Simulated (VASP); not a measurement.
A run of VASP 6.6.1 is set up as follows.

POSCAR

```
KI
1.0
    4.0339128391      0.0000000000      0.0000000000
    0.0000000000      4.0339128391      0.0000000000
    0.0000000000      0.0000000000      4.3744864235
K I
1 1
Direct
    0.0000000000      0.0000000000      0.0000000000
    0.5000000000      0.5000000000      0.5000000000
```

Contents of INCAR.step1:

```
SYSTEM = KI
PREC     = Accurate       ! precision mode
ENCUT    = 520            ! plane-wave cutoff, eV
ISMEAR   = 0              ! smearing method
SIGMA    = 0.01           ! smearing width, eV
LREAL    = .FALSE.        ! projectors in reciprocal space
LASPH    = .TRUE.         ! aspherical terms in the spheres
NELM     = 80             ! most SCF steps
NBANDS   = 15             ! bands
GGA      = PE             ! functional
ALGO     = Normal         ! electronic algorithm
EDIFF    = 1E-4           ! SCF threshold, eV
LWAVE    = .TRUE.         ! write WAVECAR
LCHARG   = .FALSE.        ! write CHGCAR
```

The input INCAR.step2:

```
SYSTEM = KI
PREC     = Accurate       ! precision mode
ENCUT    = 520            ! plane-wave cutoff, eV
EDIFF    = 1E-7           ! SCF threshold, eV
ISMEAR   = 0              ! smearing method
SIGMA    = 0.01           ! smearing width, eV
LREAL    = .FALSE.        ! projectors in reciprocal space
LASPH    = .TRUE.         ! aspherical terms in the spheres
NELM     = 80             ! most SCF steps
ALGO     = Normal         ! electronic algorithm
ISIF     = 2              ! what is computed and relaxed
LWAVE    = .FALSE.        ! write WAVECAR
LCHARG   = .FALSE.        ! write CHGCAR
METAGGA  = R2SCAN         ! meta-GGA
LMIXTAU  = .TRUE.       
NBANDS   = 15             ! bands
ISTART   = 1
```

Contents of KPOINTS:

```
Automatic mesh
0
G
  6 6 6
  0 0 0
```

Potentials or basis: VASP PAW PBE potentials, release 64 (K_sv, I).

Run with:

```sh
$ cat potpaw_PBE.64/K_sv/POTCAR potpaw_PBE.64/I/POTCAR > POTCAR
$ cp INCAR.step1 INCAR
$ mpirun -np 1 vasp_std > vasp.out
$ cp INCAR.step2 INCAR
$ mpirun -np 1 vasp_std > vasp.out
```

Task: Predict the pressure.

Result: 2.1 GPa.

Task: Predict the band gap on the k mesh.

Result: 3.94 eV, indirect (least direct gap 4.06 eV).

Stress tensor (GPa, compression positive):
```
3.09 0.00 0.00
0.00 3.09 0.00
0.00 0.00 0.02
```

Caveat: the cell differs from its parent crystal (epitaxial xy strain -6.0%); the PAW data sets were made with another functional, which shifts forces and pressure a little; spin-orbit coupling is left out, which moves the levels of the heavy elements. A k mesh can miss the band edges.
